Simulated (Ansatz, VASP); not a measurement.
**Cl in VASP and in Ansatz**

INCAR

```
PREC = Accurate ; ENCUT = 500
EDIFF = 1E-7 ; ISMEAR = -1
SIGMA = 0.08 ; LREAL = False
LASPH = True ; NELM = 120
ALGO = Normal ; ISIF = 3
LWAVE = False ; LCHARG = False
IBRION = 2 ; NSW = 60
EDIFFG = -0.005 ; GGA_COMPAT = False
NELMIN = 4
```

The input KPOINTS:

```
regular mesh
0
Gamma
  15 15 15
```

Contents of POSCAR:

```
Cl
1.0
    2.8748519142      0.0000000000      0.0000000000
    0.0000000000      2.8748519142      0.0000000000
    0.0000000000      0.0000000000      2.8748519142
Cl
1
Direct
    0.0000000000      0.0000000000      0.0000000000
```

Input for Ansatz:

```yaml
crystal:
  lattice:
    - [2.8748519142, 0.0, 0.0]
    - [0.0, 2.8748519142, 0.0]
    - [0.0, 0.0, 2.8748519142]
  atoms:
    - { symbol: Cl, position: [0.0, 0.0, 0.0] }
kpoints:
  mp_grid: { grid: [15, 15, 15] }
scf:
  occupations: { method: fermi_dirac, width: 0.08 }
  n_extra_bands: 1
hamiltonian:
  xc: lda
  pseudopotentials: { kind: paw }
output:
  forces: true
  stress: true
relax:
  f_tol: 0.005
  max_steps: 40
  cell: {}
basis:
  ecutrho_ratio: 4
```

Alike in both runs: task relaxation of cell and atoms; functional LDA; k mesh 15 × 15 × 15; occupations fermi-dirac, width 0.08 eV; no spin polarisation.

|  | VASP | Ansatz |
| --- | --- | --- |
| version | VASP 6.6.1 | Ansatz 0.2.0 |
| potentials or method | VASP PAW LDA potentials, release 64 (Cl) | PAW with Ansatz's default frozen-core files, scalar-relativistic |
| plane-wave cutoff (eV) | 500 | 420 |
| valence electrons in the cell | 7 | 7 |

Ansatz gave:

```
relaxed volume (Å³/atom)                                     : 20.70
relaxed cell length with the largest relative difference (Å) : 2.746
```

Which values does VASP return?

Relaxed volume (Å³/atom): 20.71; relaxed cell length with the largest relative difference (Å): 2.746.

LDA's correlation is that of Perdew and Zunger in VASP and of Perdew and Wang (1992) in Ansatz.
